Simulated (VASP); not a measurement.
Runs of VASP 6.6.1 on NaHF2. The structure is that of space group R-3m (No. 166), or close to it. The cells are those of the table. 

| cell | gap on the mesh (eV) | pressure (GPa) | largest force (eV/Å) |
| --- | --- | --- | --- |
| a = 5.011 Å, angles 38.3°, 4 atoms | 6.82 | -0.2 | 2.64 |
| a = 5.090 Å, angles 41.8°, 4 atoms | 6.39 | -6.2 | 2.07 |
| a = 5.264 Å, angles 38.3°, 4 atoms | 6.24 | (a) | 2.74 |
| a = 5.227 Å, angles 36.6°, 4 atoms | 6.37 | (b) | 3.04 |
| a = 4.797 Å, angles 40.0°, 4 atoms | (c) | 5.1 | 1.90 |

Alike in all rows: task single point; level PBEsol; potentials or basis VASP PAW PBE potentials, release 64 (Na_pv, H, F); no spin polarisation; k mesh 9 × 9 × 9; cutoff (eV) 520; smearing gaussian 0.05 eV.

**Question.** Estimate the missing entries.

**Answer.** (a) -6.9; (b) -4.0; (c) 7.19.

Caveats: the PAW data sets were made with another functional, which shifts forces and pressure a little.

A k mesh can miss the band edges.
